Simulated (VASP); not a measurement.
# Rb (Im-3m) in VASP: further runs

Runs on Rb. Level: PBEsol. Tasks: single point.

Everything below comes from runs of VASP 6.6.1. Logs are shortened: lines on timing, memory, paths and dates and some standing lists are left out, and cuts for length are marked.

## (1) The cell of the first run

The structure is cubic, space group Im-3m (No. 229). The conventional cell has a = 5.497 Å, b = 5.497 Å, c = 5.497 Å, α = 90.00°, β = 90.00°, γ = 90.00°.

## (2) Single point, PBEsol (83.07 Å³/atom)

Contents of INCAR:

```
PREC = Accurate
ENCUT = 520
EDIFF = 1E-6
ISMEAR = -1
SIGMA = 0.05
LREAL = F
LASPH = T
NELM = 100
ALGO = Normal
ISIF = 2
LWAVE = F
LCHARG = T
GGA = PS
LELF = T
LVHAR = T
NBANDS = 10
```

Contents of KPOINTS:

```
Automatic mesh
0
Gamma
  8 8 8
```

Contents of POSCAR:

```
Rb
1.0
   -2.7487186211      2.7487186211      2.7487186211
    2.7487186211     -2.7487186211      2.7487186211
    2.7487186211      2.7487186211     -2.7487186211
Rb
1
Direct
    0.0000000000      0.0000000000      0.0000000000
```

Potentials or basis: VASP PAW PBE potentials, release 64 (Rb_sv).

Run with:

```bash
> cat potpaw_PBE.64/Rb_sv/POTCAR > POTCAR
> mpirun -np 1 vasp_std > vasp.out
```

OUTCAR:

```text
PREC = Accurate
   ENCUT = 520
   EDIFF = 1E-6
   ISMEAR = -1
   LREAL = F
   LASPH = T
   NELM = 100
   ISIF = 2
   GGA = PS

 ion  position               nearest neighbor table
   1  0.000  0.000  0.000-

  LATTYP: Found a body centered cubic cell.
 ALAT       =     5.4974372422

  Lattice vectors:

 A1 = (  -2.7487186211,   2.7487186211,   2.7487186211)
 A2 = (   2.7487186211,  -2.7487186211,   2.7487186211)
 A3 = (   2.7487186211,   2.7487186211,  -2.7487186211)

Analysis of symmetry for initial positions (statically):
=====================================================================
 Subroutine PRICEL returns:
 Original cell was already a primitive cell.

 Routine SETGRP: Setting up the symmetry group for a
 body centered cubic supercell.

 Subroutine GETGRP returns: Found 48 space group operations
 (whereof 48 operations were pure point group operations)
 out of a pool of 48 trial point group operations.

The static configuration has the point symmetry O_h .

Analysis of symmetry for dynamics (positions and initial velocities):
=====================================================================
 Subroutine PRICEL returns:
 Original cell was already a primitive cell.

 Routine SETGRP: Setting up the symmetry group for a
 body centered cubic supercell.

 Subroutine GETGRP returns: Found 48 space group operations
 (whereof 48 operations were pure point group operations)
 out of a pool of 48 trial point group operations.

The dynamic configuration has the point symmetry O_h .

 Subroutine INISYM returns: Found 48 space group operations
 (whereof 48 operations are pure point group operations),
 and found     1 'primitive' translations

----------------------------------------------------------------------------------------

                                     Primitive cell

  volume of cell :      83.0713

  direct lattice vectors                    reciprocal lattice vectors
    -2.748718621  2.748718621  2.748718621     0.000000000  0.181902941  0.181902941
     2.748718621 -2.748718621  2.748718621     0.181902941  0.000000000  0.181902941
     2.748718621  2.748718621 -2.748718621     0.181902941  0.181902941  0.000000000

  length of vectors
     4.760920307  4.760920307  4.760920307     0.257249606  0.257249606  0.257249606

  position of ions in fractional coordinates (direct lattice)
     0.000000000  0.000000000  0.000000000

  ion indices of the primitive-cell ions
   primitive index   ion index
                 1           1

----------------------------------------------------------------------------------------

 KPOINTS: Automatic mesh

Automatic generation of k-mesh.
 Grid dimensions read from file:
 generate k-points for:    8    8    8

 Generating k-lattice:

  Cartesian coordinates                     Fractional coordinates (reciprocal lattice)
     0.000000000  0.022737868  0.022737868     0.125000000  0.000000000  0.000000000
     0.022737868  0.000000000  0.022737868     0.000000000  0.125000000  0.000000000
     0.022737868  0.022737868  0.000000000     0.000000000  0.000000000  0.125000000

  Length of vectors
     0.032156201  0.032156201  0.032156201

  Shift w.r.t. Gamma in fractional coordinates (k-lattice)
     0.000000000  0.000000000  0.000000000

 Subroutine IBZKPT returns following result:
 ===========================================

 Found     29 irreducible k-points:

 Following reciprocal coordinates:
            Coordinates               Weight
  0.000000  0.000000  0.000000      1.000000
  0.125000  0.000000  0.000000     12.000000
  0.250000  0.000000  0.000000     12.000000
  0.375000  0.000000  0.000000     12.000000
  0.500000  0.000000  0.000000      6.000000
  0.125000  0.125000  0.000000     24.000000
[... 16 lines left out ...]
 -0.250000  0.250000  0.250000      6.000000
 -0.375000  0.375000  0.250000     24.000000
 [... further k-points ...]
   k-points           NKPTS =     29   k-points in BZ     NKDIM =     29   number of bands    NBANDS=     10
   number of dos      NEDOS =    301   number of ions     NIONS =      1
   total plane-waves  NPLWV =  46656
   dimension x,y,z NGX =    36 NGY =   36 NGZ =   36
   dimension x,y,z NGXF=    72 NGYF=   72 NGZF=   72
   ions per type =               1
   NGX,Y,Z   is equivalent  to a cutoff of  12.57, 12.57, 12.57 a.u.
   NGXF,Y,Z  is equivalent  to a cutoff of  25.14, 25.14, 25.14 a.u.
 SYSTEM =  unknown system
   PREC   = accura    normal or accurate (medium, high low for compatibility)
   ISTART =      0    job   : 0-new  1-cont  2-samecut
   ICHARG =      2    charge: 1-file 2-atom 10-const
   ISPIN  =      1    spin polarized calculation?
   LNONCOLLINEAR =      F non collinear calculations
   LSORBIT =      F    spin-orbit coupling
   LASPH  =      T    aspherical Exc in radial PAW
   ENCUT  =  520.0 eV  38.22 Ry    6.18 a.u.   8.85  8.85  8.85*2*pi/ulx,y,z
   NELM   =    100;   NELMIN=  2; NELMDL= -5     # of ELM steps
   EDIFF  = 0.1E-05   stopping-criterion for ELM
   LREAL  =      F    real-space projection
   EDIFFG = 0.1E-04   stopping-criterion for IOM
   NSW    =      0    number of steps for IOM
   IBRION =     -1    ionic relax: 0-MD 1-quasi-New 2-CG
   NFREE  =      0    steps in history (QN), initial steepest desc. (CG)
   ISIF   =      2    stress and relaxation
   ISYM   =      2    0-nonsym 1-usesym 2-fastsym
   POTIM  = 0.5000    time-step for ionic-motion
   TEBEG  =    0.0;   TEEND  =   0.0 temperature during run
   PSTRESS=    0.0 pullay stress
   NELECT =       9.0000    total number of electrons
   NUPDOWN=      -1.0000    fix difference up-down
   EMIN   =  10.00;   EMAX   =-10.00  energy-range for DOS
   EFERMI =   0.00;   METHOD = LEGACY
   ISMEAR =    -1;   SIGMA  =   0.05  broadening in eV -4-tet -1-fermi 0-gaus
   EFERMI_NEDOS =   21; number of points for ismear=-14 and -15
   IALGO  =     38    algorithm
   IMIX   =      4    mixing-type and parameters
     AMIX     =   0.40;   BMIX     =  1.00
     AMIX_MAG =   1.60;   BMIX_MAG =  1.00
  volume/ion in A,a.u.               =      83.07       560.59
  Fermi-wavevector in a.u.,A,eV,Ry     =   0.780439  1.474815  8.287096  0.609084
  Thomas-Fermi vector in A             =   1.883750
   LORBIT       =      0    0 simple, 1 ext, 2 COOP (PROOUT), +10 PAW based schemes
   GGA     = PS    functional components
   LHFCALC =     F    Hartree Fock is set to
   AEXX    =    0.0000 exact exchange contribution
   IVDW    =     0    specifies the selected vdW correction
   LEPSILON=     F    determine dielectric tensor
   LRPA    =     F    only Hartree local field effects (RPA)
 non-spin polarized calculation
  energy-cutoff  :      520.00
  volume of cell :       83.07
 maximum number of plane-waves:      2256
   NGX = 17   NGY = 17   NGZ = 17

 number of electron       9.0000000 magnetization

 Free energy of the ion-electron system (eV)
  ---------------------------------------------------
  ext. energy  EPLUGINS =         0.00000000
  ---------------------------------------------------
  free energy    TOTEN  =        -1.02219622 eV

  energy without entropy =       -1.01139741  energy(sigma->0) =       -1.01679681

 E-fermi :   0.1752     XC(G=0):  -5.7529

 val. band max:        0.1383026396   @ k =   0.2500   0.2500   0.0000
 cond. band min:       0.2288718362   @ k =   0.3750   0.1250   0.0000
 fundamental gap:      0.0905691965
 Fermi energy:         0.1751711957

 k-point     1 :       0.0000    0.0000    0.0000
  band No.  band energies     occupation
      1     -28.6553      2.00000
      2     -12.6915      2.00000
      3     -12.6915      2.00000
      4     -12.6915      2.00000
      5      -1.9461      2.00000
      6       3.9157      0.00000
      7       3.9157      0.00000
      8       3.9157      0.00000
      9       4.9297      0.00000
     10       4.9297      0.00000

 k-point     2 :       0.1250    0.0000    0.0000
  band No.  band energies     occupation
      1     -28.6543      2.00000
      2     -12.7115      2.00000
      3     -12.6979      2.00000
      4     -12.6915      2.00000
      5      -1.7463      2.00000
      6       3.5866      0.00000
      7       3.6609      0.00000
      8       4.1055      0.00000
      9       4.6551      0.00000
     10       4.8655      0.00000

 k-point     3 :       0.2500    0.0000    0.0000
  band No.  band energies     occupation
      1     -28.6520      2.00000
      2     -12.7588      2.00000
      3     -12.7133      2.00000
      4     -12.6916      2.00000
      5      -1.1802      2.00000
      6       2.6655      0.00000
      7       3.2083      0.00000
      8       4.6610      0.00000
      9       4.7440      0.00000
     10       4.8486      0.00000

 k-point     4 :       0.3750    0.0000    0.0000
  band No.  band energies     occupation
      1     -28.6497      2.00000
      2     -12.8049      2.00000
      3     -12.7286      2.00000
      4     -12.6917      2.00000
      5      -0.3513      1.99995
      6       1.7168      0.00000
      7       2.8710      0.00000
      8       4.7613      0.00000
      9       5.0680      0.00000
     10       5.5396      0.00000
[... 222 lines left out ...]
 k-point    22 :       0.2500    0.2500    0.2500
  band No.  band energies     occupation
      1     -28.6483      2.00000
      2     -12.7563      2.00000
      3     -12.7563      2.00000
      4     -12.7563      2.00000
      5       1.4812      0.00000
      6       1.4812      0.00000
      7       1.4812      0.00000
      8       3.0175      0.00000
      9       5.7115      0.00000
     10       5.7115      0.00000

 k-point    23 :      -0.2500    0.2500    0.2500
  band No.  band energies     occupation
      1     -28.6490      2.00000
      2     -12.7609      2.00000
      3     -12.7369      2.00000
      4     -12.7369      2.00000
      5      -0.4802      2.00000
      6       2.4918      0.00000
      7       3.2979      0.00000
      8       3.2979      0.00000
      9       4.8233      0.00000
     10       4.8612      0.00000

 k-point    24 :      -0.3750    0.3750    0.2500
  band No.  band energies     occupation
      1     -28.6470      2.00000
      2     -12.7898      2.00000
      3     -12.7534      2.00000
      4     -12.7405      2.00000
      5       0.2725      0.24983
      6       1.8415      0.00000
      7       3.1943      0.00000
      8       3.2193      0.00000
      9       4.3476      0.00000
     10       5.5274      0.00000

 [... further k-points ...]

------------------------ aborting loop because EDIFF is reached ----------------------------------------

  FORCE on cell =-STRESS in cart. coord.  units (eV):
  Direction    XX          YY          ZZ          XY          YZ          ZX
  --------------------------------------------------------------------------------------
  -------------------------------------------------------------------------------------
  Total        0.0698322      0.0698322      0.0698322      0.0000000     -0.0000000      0.0000000
  in kB        1.3468378      1.3468378      1.3468378      0.0000000     -0.0000000      0.0000000
  external PRESSURE =       1.3468378 kB  Pullay stress =       0.0000000 kB

 VOLUME and BASIS-vectors are now :
 -----------------------------------------------------------------------------
  energy-cutoff  :      520.00
  volume of cell :       83.07
      direct lattice vectors                 reciprocal lattice vectors
    -2.748718621  2.748718621  2.748718621     0.000000000  0.181902941  0.181902941
     2.748718621 -2.748718621  2.748718621     0.181902941  0.000000000  0.181902941
     2.748718621  2.748718621 -2.748718621     0.181902941  0.181902941  0.000000000

 POSITION                                       TOTAL-FORCE (eV/Angst)
 -----------------------------------------------------------------------------------
      0.00000      0.00000      0.00000         0.000000     -0.000000     -0.000000
 -----------------------------------------------------------------------------------
    total drift:                               -0.000000      0.000000      0.000000

  FREE ENERGIE OF THE ION-ELECTRON SYSTEM (eV)
  ---------------------------------------------------
  free  energy   TOTEN  =        -1.0221962155 eV

  energy  without entropy=       -1.0113974059  energy(sigma->0) =       -1.01679681
```

It took 9.3 s on 1 thread of Intel Xeon 6975P-C (Granite Rapids), shared host; peak memory 0.19 GiB.

Results:

```yaml
Free_energy: -1.0222 eV
Pressure: 0.1 GPa
Band_gap_on_the_k_mesh: zero (an odd number of electrons rules out a gap without spin polarisation)
```

Levels at points of the mesh, in eV from the Fermi level:
| k point | band 1 | band 2 | band 3 | band 4 | band 5 | band 6 | band 7 | band 8 |
| --- | --- | --- | --- | --- | --- | --- | --- | --- |
| (0.00, 0.00, 0.00) | -28.83 | -12.87 | -12.87 | -12.87 | -2.12 | 3.74 | 3.74 | 3.74 |
| (0.50, 0.00, 0.00) | -28.82 | -13.00 | -12.91 | -12.87 | 0.19 | 0.83 | 2.58 | 4.44 |
| (0.50, 0.50, 0.50) | -28.82 | -12.96 | -12.96 | -12.96 | 1.18 | 1.18 | 3.46 | 3.46 |

Caveat: the PAW data sets were made with another functional, which shifts forces and pressure a little.

[end of part 1 of 2]
